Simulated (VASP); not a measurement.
Set up this calculation in VASP 6.6.1, as the native input.

```
Task                   : single point
Functional             : r2SCAN
Potentials or basis    : VASP PAW PBE potentials, release 64 (Ti_sv, C)
Cutoff                 : 520 eV
k mesh                 : 16 × 16 × 16
Occupations            : gaussian, width 0.1 eV
Spin                   : no spin polarisation
Dipole correction      : no
Further INCAR settings : ALGO = Normal; EDIFF = 1e-06; NBANDS = 15
```

The system is TiC.

```
Ti C
1.0
     0.00000    2.20635    2.20635
     2.20635    0.00000    2.20635
     2.20635    2.20635    0.00000
Ti C
1 1
Direct
  0.00000 0.00000 0.00000
  0.50000 0.50000 0.50000
```

The input as run:

POSCAR

```
TiC
1.0
    0.0000000000      2.2063465159      2.2063465159
    2.2063465159      0.0000000000      2.2063465159
    2.2063465159      2.2063465159      0.0000000000
Ti C
1 1
Direct
    0.0000000000      0.0000000000      0.0000000000
    0.5000000000      0.5000000000      0.5000000000
```

INCAR.step1

```
  PREC = Accurate
  ENCUT = 520
  ISMEAR = 0
  SIGMA = 0.1
  LREAL = False
  LASPH = True
  NELM = 60
  NBANDS = 15
  GGA = PE
  ALGO = Normal
  EDIFF = 1E-4
  LWAVE = True
  LCHARG = False
```

INCAR.step2

```
  PREC = Accurate
  ENCUT = 520
  EDIFF = 1E-6
  ISMEAR = 0
  SIGMA = 0.1
  LREAL = False
  LASPH = True
  NELM = 60
  ALGO = Normal
  ISIF = 2
  LWAVE = False
  LCHARG = False
  METAGGA = R2SCAN
  LMIXTAU = True
  NBANDS = 15
  ISTART = 1
```

KPOINTS

```
regular mesh
0
Gamma
  16 16 16
```

Potentials or basis: VASP PAW PBE potentials, release 64 (Ti_sv, C).

Command:

```sh
$ cat potpaw_PBE.64/Ti_sv/POTCAR potpaw_PBE.64/C/POTCAR > POTCAR
$ cp INCAR.step1 INCAR
$ mpirun -np 1 vasp_std > vasp.out
$ cp INCAR.step2 INCAR
$ mpirun -np 1 vasp_std > vasp.out
```

It gave:

```
Pressure               : -12.8 GPa
Band gap on the k mesh : zero (bands 8 and 9 overlap by 1.28 eV)
```

Caveat: the cell stands under tension; the PAW data sets were made with another functional, which shifts forces and pressure a little.

It took 4.1 min on 1 thread of Intel Xeon 8259CL, on a shared host, peak memory 0.18 GiB.
